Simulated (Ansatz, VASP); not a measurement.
**One calculation of MgO, two programs**

```
Mg O
1.0
     0.00000    2.12450    2.12450
     2.12450    0.00000    2.12450
     2.12450    2.12450    0.00000
Mg O
1 1
Direct
  0.00000 0.00000 0.00000
  0.50000 0.50000 0.50000
```

Alike in both runs: task relaxation of cell and atoms; functional r2SCAN; k mesh 8 × 8 × 8; occupations gaussian, width 0.02 eV; no spin polarisation.

|  | VASP | Ansatz |
| --- | --- | --- |
| version | VASP 6.6.1 | Ansatz 0.2.0 |
| potentials or method | VASP PAW PBE potentials, release 64 (Mg_sv, O), cutoff 660 eV | scalar-relativistic, plane waves, PAW |
| valence electrons in the cell | 16 | 16 |

|  | VASP | Ansatz | Ansatz less VASP |
| --- | --- | --- | --- |
| gap on the k mesh at the Fermi level, each at its own relaxed structure (eV) | 5.72 | 5.68 | -0.047 |
| relaxed volume (Å³/atom) | 9.28 | 9.31 | +0.033 |
| relaxed cell length with the largest relative difference (Å) | 2.972 | 2.975 | +0.0035 |

VASP's potentials were made for PBE, not for r2SCAN.
